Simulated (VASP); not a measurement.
# AlRu (P4/mmm) in VASP: notebook

Runs on AlRu. Level: PBEsol. Tasks: single point.

All numbers are computed with VASP 6.6.1; they aren't measurements. Logs are shortened: lines on timing, memory, paths and dates and some standing lists are left out, and cuts for length are marked.

## Step 1: The cell of the first run

The structure is tetragonal, space group P4/mmm (No. 123). Conventional cell: a = 2.992 Å, b = 2.992 Å, c = 2.872 Å, α = 90.00°, β = 90.00°, γ = 90.00°. Within 3.4 Å of Al (site symmetry 4/mmm) lie 8 Ru at 2.56 Å and 6 Al at 2.87 to 2.99 Å. Within 3.4 Å of Ru (site symmetry 4/mmm) lie 8 Al at 2.56 Å and 6 Ru at 2.87 to 2.99 Å.

## Step 2: Single point, PBEsol (strain -0.0400 x Voigt [1, 0, 0, 0, 0, 0])

INCAR reads:

```
SYSTEM = AlRu
  PREC = Accurate
  ENCUT = 520
  EDIFF = 1E-7
  ISMEAR = 0
  SIGMA = 0.15
  LREAL = .FALSE.
  LASPH = .TRUE.
  NELM = 60
  ALGO = Fast
  ISIF = 2
  LWAVE = .FALSE.
  LCHARG = .FALSE.
  GGA = PS
  NBANDS = 16
```

KPOINTS reads:

```
regular mesh
0
G
  16 16 16
  0 0 0
```

POSCAR reads:

```
AlRu
1.0
    2.8719360000      0.0000000000      0.0000000000
    0.0000000000      2.9916000000      0.0000000000
    0.0000000000      0.0000000000      2.9916000000
Al Ru
1 1
Direct
    0.0000000000      0.0000000000      0.0000000000
    0.5000000000      0.5000000000      0.5000000000
```

Potentials or basis: VASP PAW PBE potentials, release 64 (Al, Ru_pv).

Launch:

```console
> cat potpaw_PBE.64/Al/POTCAR potpaw_PBE.64/Ru_pv/POTCAR > POTCAR
> mpirun -np 1 vasp_std > vasp.out
```

OUTCAR:

```text
SYSTEM = AlRu
   PREC = Accurate
   ENCUT = 520
   EDIFF = 1E-7
   ISMEAR = 0
   LREAL = .FALSE.
   LASPH = .TRUE.
   NELM = 60
   ISIF = 2
   GGA = PS

 ion  position               nearest neighbor table
   1  0.000  0.000  0.000-   2 2.56   2 2.56   2 2.56   2 2.56   2 2.56   2 2.56   2 2.56   2 2.56

   2  0.500  0.500  0.500-   1 2.56   1 2.56   1 2.56   1 2.56   1 2.56   1 2.56   1 2.56   1 2.56

  LATTYP: Found a simple tetragonal cell.
 ALAT       =     2.9916000000
 C/A-ratio  =     0.9600000000

  Lattice vectors:

 A1 = (   0.0000000000,   2.9916000000,   0.0000000000)
 A2 = (   0.0000000000,   0.0000000000,   2.9916000000)
 A3 = (   2.8719360000,   0.0000000000,   0.0000000000)

Analysis of symmetry for initial positions (statically):
=====================================================================
 Subroutine PRICEL returns:
 Original cell was already a primitive cell.

 Routine SETGRP: Setting up the symmetry group for a
 simple tetragonal supercell.

 Subroutine GETGRP returns: Found 16 space group operations
 (whereof 16 operations were pure point group operations)
 out of a pool of 16 trial point group operations.

The static configuration has the point symmetry D_4h.

Analysis of symmetry for dynamics (positions and initial velocities):
=====================================================================
 Subroutine PRICEL returns:
 Original cell was already a primitive cell.

 Routine SETGRP: Setting up the symmetry group for a
 simple tetragonal supercell.

 Subroutine GETGRP returns: Found 16 space group operations
 (whereof 16 operations were pure point group operations)
 out of a pool of 16 trial point group operations.

The dynamic configuration has the point symmetry D_4h.

 Subroutine INISYM returns: Found 16 space group operations
 (whereof 16 operations are pure point group operations),
 and found     1 'primitive' translations

----------------------------------------------------------------------------------------

                                     Primitive cell

  volume of cell :      25.7029

  direct lattice vectors                    reciprocal lattice vectors
     2.871936000  0.000000000  0.000000000     0.348197174  0.000000000  0.000000000
     0.000000000  2.991600000  0.000000000     0.000000000  0.334269287  0.000000000
     0.000000000  0.000000000  2.991600000     0.000000000  0.000000000  0.334269287

  length of vectors
     2.871936000  2.991600000  2.991600000     0.348197174  0.334269287  0.334269287

  position of ions in fractional coordinates (direct lattice)
     0.000000000  0.000000000  0.000000000
     0.500000000  0.500000000  0.500000000

  ion indices of the primitive-cell ions
   primitive index   ion index
                 1           1
                 2           2

----------------------------------------------------------------------------------------

 KPOINTS: regular mesh

Automatic generation of k-mesh.
 Grid dimensions read from file:
 generate k-points for:   16   16   16

 Generating k-lattice:

  Cartesian coordinates                     Fractional coordinates (reciprocal lattice)
     0.021762323  0.000000000  0.000000000     0.062500000  0.000000000  0.000000000
     0.000000000  0.020891830  0.000000000     0.000000000  0.062500000  0.000000000
     0.000000000  0.000000000  0.020891830     0.000000000  0.000000000  0.062500000

  Length of vectors
     0.021762323  0.020891830  0.020891830

  Shift w.r.t. Gamma in fractional coordinates (k-lattice)
     0.000000000  0.000000000  0.000000000

 Subroutine IBZKPT returns following result:
 ===========================================

 Found    405 irreducible k-points:

 Following reciprocal coordinates:
            Coordinates               Weight
  0.000000  0.000000  0.000000      1.000000
  0.062500  0.000000  0.000000      2.000000
  0.125000  0.000000  0.000000      2.000000
  0.187500  0.000000  0.000000      2.000000
  0.250000  0.000000  0.000000      2.000000
  0.312500  0.000000  0.000000      2.000000
[... 16 lines left out ...]
  0.250000  0.125000  0.000000      8.000000
  0.312500  0.125000  0.000000      8.000000
 [... further k-points ...]
   k-points           NKPTS =    405   k-points in BZ     NKDIM =    405   number of bands    NBANDS=     16
   number of dos      NEDOS =    301   number of ions     NIONS =      2
   total plane-waves  NPLWV =  13824
   dimension x,y,z NGX =    24 NGY =   24 NGZ =   24
   dimension x,y,z NGXF=    48 NGYF=   48 NGZF=   48
   ions per type =               1   1
   NGX,Y,Z   is equivalent  to a cutoff of  13.89, 13.34, 13.34 a.u.
   NGXF,Y,Z  is equivalent  to a cutoff of  27.79, 26.67, 26.67 a.u.
 SYSTEM =  AlRu
   PREC   = accura    normal or accurate (medium, high low for compatibility)
   ISTART =      0    job   : 0-new  1-cont  2-samecut
   ICHARG =      2    charge: 1-file 2-atom 10-const
   ISPIN  =      1    spin polarized calculation?
   LNONCOLLINEAR =      F non collinear calculations
   LSORBIT =      F    spin-orbit coupling
   LASPH  =      T    aspherical Exc in radial PAW
   ENCUT  =  520.0 eV  38.22 Ry    6.18 a.u.   5.34  5.56  5.56*2*pi/ulx,y,z
   NELM   =     60;   NELMIN=  2; NELMDL= -5     # of ELM steps
   EDIFF  = 0.1E-06   stopping-criterion for ELM
   LREAL  =      F    real-space projection
   EDIFFG = 0.1E-05   stopping-criterion for IOM
   NSW    =      0    number of steps for IOM
   IBRION =     -1    ionic relax: 0-MD 1-quasi-New 2-CG
   NFREE  =      0    steps in history (QN), initial steepest desc. (CG)
   ISIF   =      2    stress and relaxation
   ISYM   =      2    0-nonsym 1-usesym 2-fastsym
   POTIM  = 0.5000    time-step for ionic-motion
   TEBEG  =    0.0;   TEEND  =   0.0 temperature during run
   PSTRESS=    0.0 pullay stress
   NELECT =      17.0000    total number of electrons
   NUPDOWN=      -1.0000    fix difference up-down
   EMIN   =  10.00;   EMAX   =-10.00  energy-range for DOS
   EFERMI =   0.00;   METHOD = LEGACY
   ISMEAR =     0;   SIGMA  =   0.15  broadening in eV -4-tet -1-fermi 0-gaus
   EFERMI_NEDOS =   21; number of points for ismear=-14 and -15
   IALGO  =     68    algorithm
   IMIX   =      4    mixing-type and parameters
     AMIX     =   0.40;   BMIX     =  1.00
     AMIX_MAG =   1.60;   BMIX_MAG =  1.00
  volume/ion in A,a.u.               =      12.85        86.73
  Fermi-wavevector in a.u.,A,eV,Ry     =   1.426365  2.695438 27.681268  2.034516
  Thomas-Fermi vector in A             =   2.546649
   LORBIT       =      0    0 simple, 1 ext, 2 COOP (PROOUT), +10 PAW based schemes
   GGA     = PS    functional components
   LHFCALC =     F    Hartree Fock is set to
   AEXX    =    0.0000 exact exchange contribution
   IVDW    =     0    specifies the selected vdW correction
   LEPSILON=     F    determine dielectric tensor
   LRPA    =     F    only Hartree local field effects (RPA)
 non-spin polarized calculation
 RMM-DIIS sequential band-by-band and
 Gauss-broadening in eV      SIGMA  =   0.15
  energy-cutoff  :      520.00
  volume of cell :       25.70
 maximum number of plane-waves:       719
 NGX is ok and might be reduce to    24
   NGX = 11   NGY = 11   NGZ = 11

 number of electron      16.9999998 magnetization

 Free energy of the ion-electron system (eV)
  ---------------------------------------------------
  ext. energy  EPLUGINS =         0.00000000
  ---------------------------------------------------
  free energy    TOTEN  =       -15.49684229 eV

  energy without entropy =      -15.47911867  energy(sigma->0) =      -15.48798048

 E-fermi :  11.2132     XC(G=0): -12.8983

 val. band max:       11.2124726748   @ k =   0.0625   0.2500   0.1250
 cond. band min:      11.2199693078   @ k =   0.0625   0.0000   0.0000
 fundamental gap:      0.0074966329
 Fermi energy:        11.2132470525

 k-point     1 :       0.0000    0.0000    0.0000
  band No.  band energies     occupation
      1     -30.5533      2.00000
      2     -30.5533      2.00000
      3     -30.4967      2.00000
      4       1.2560      2.00000
      5       7.3526      2.00000
      6       7.3638      2.00000
[... 8 lines left out ...]
     15      23.1842      0.00000
     16      27.1104      0.00000

 k-point     2 :       0.0625    0.0000    0.0000
  band No.  band energies     occupation
      1     -30.5522      2.00000
      2     -30.5522      2.00000
      3     -30.5091      2.00000
      4       1.3378      2.00000
      5       7.3843      2.00000
      6       7.4081      2.00000
[... 8 lines left out ...]
     15      23.1853      0.00000
     16      27.4248      0.00000

 k-point     3 :       0.1250    0.0000    0.0000
  band No.  band energies     occupation
      1     -30.5491      2.00000
      2     -30.5491      2.00000
      3     -30.5440      2.00000
      4       1.5800      2.00000
      5       7.4767      2.00000
      6       7.5235      2.00000
[... 8 lines left out ...]
     15      23.2374      0.00000
     16      28.3593      0.00000

 k-point     4 :       0.1875    0.0000    0.0000
  band No.  band energies     occupation
      1     -30.5960      2.00000
      2     -30.5444      2.00000
      3     -30.5444      2.00000
      4       1.9727      2.00000
      5       7.6206      2.00000
      6       7.6533      2.00000
[... 8 lines left out ...]
     15      23.7424      0.00000
     16      29.1885      0.00000
[... 324 lines left out ...]
 k-point    22 :       0.1875    0.1250    0.0000
  band No.  band energies     occupation
      1     -30.5933      2.00000
      2     -30.5757      2.00000
      3     -30.5417      2.00000
      4       2.2570      2.00000
      5       7.6826      2.00000
      6       7.7973      2.00000
[... 8 lines left out ...]
     15      24.5551      0.00000
     16      28.2696      0.00000

 k-point    23 :       0.2500    0.1250    0.0000
  band No.  band energies     occupation
      1     -30.6537      2.00000
      2     -30.5700      2.00000
      3     -30.5362      2.00000
      4       2.7692      2.00000
      5       7.7493      2.00000
      6       7.9448      2.00000
[... 8 lines left out ...]
     15      25.1863      0.00000
     16      27.0953      0.00000

 k-point    24 :       0.3125    0.1250    0.0000
  band No.  band energies     occupation
      1     -30.7138      2.00000
      2     -30.5642      2.00000
      3     -30.5307      2.00000
      4       3.3909      2.00000
      5       7.5592      2.00000
      6       8.1187      2.00000
[... 8 lines left out ...]
     15      25.7172      0.00000
     16      25.8954      0.00000

 [... further k-points ...]

------------------------ aborting loop because EDIFF is reached ----------------------------------------

  FORCE on cell =-STRESS in cart. coord.  units (eV):
  Direction    XX          YY          ZZ          XY          YZ          ZX
  --------------------------------------------------------------------------------------
  -------------------------------------------------------------------------------------
  Total        1.8708366      0.5662056      0.5662056     -0.0000000      0.0000000      0.0000000
  in kB      116.6177430     35.2941692     35.2941692     -0.0000000      0.0000000      0.0000000
  external PRESSURE =      62.4020271 kB  Pullay stress =       0.0000000 kB

 VOLUME and BASIS-vectors are now :
 -----------------------------------------------------------------------------
  energy-cutoff  :      520.00
  volume of cell :       25.70
      direct lattice vectors                 reciprocal lattice vectors
     2.871936000  0.000000000  0.000000000     0.348197174  0.000000000  0.000000000
     0.000000000  2.991600000  0.000000000     0.000000000  0.334269287  0.000000000
     0.000000000  0.000000000  2.991600000     0.000000000  0.000000000  0.334269287

 POSITION                                       TOTAL-FORCE (eV/Angst)
 -----------------------------------------------------------------------------------
      0.00000      0.00000      0.00000         0.000000      0.000000      0.000000
      1.43597      1.49580      1.49580         0.000000      0.000000      0.000000
 -----------------------------------------------------------------------------------
    total drift:                                0.000000     -0.000000     -0.000000

  FREE ENERGIE OF THE ION-ELECTRON SYSTEM (eV)
  ---------------------------------------------------
  free  energy   TOTEN  =       -15.4968422922 eV

  energy  without entropy=      -15.4791186734  energy(sigma->0) =      -15.48798048
```

Wall time 88 s (1 thread of AMD EPYC 9R45 (Zen 5), shared host); peak memory 0.24 GiB.

What came out:

| Quantity | Value |
| --- | --- |
| Free energy | -15.4968 eV |
| Pressure | 6.2 GPa |
| Band gap on the k mesh | zero (an odd number of electrons rules out a gap without spin polarisation) |

Stress tensor (GPa, compression positive):
```
11.66  0.00  0.00
 0.00  3.53  0.00
 0.00  0.00  3.53
```

Caveat: the cell differs from its parent crystal (strain -0.0400 x Voigt [1, 0, 0, 0, 0, 0]); the cell stands under pressure; the PAW data sets were made with another functional, which shifts forces and pressure a little.

[end of part 1 of 4]
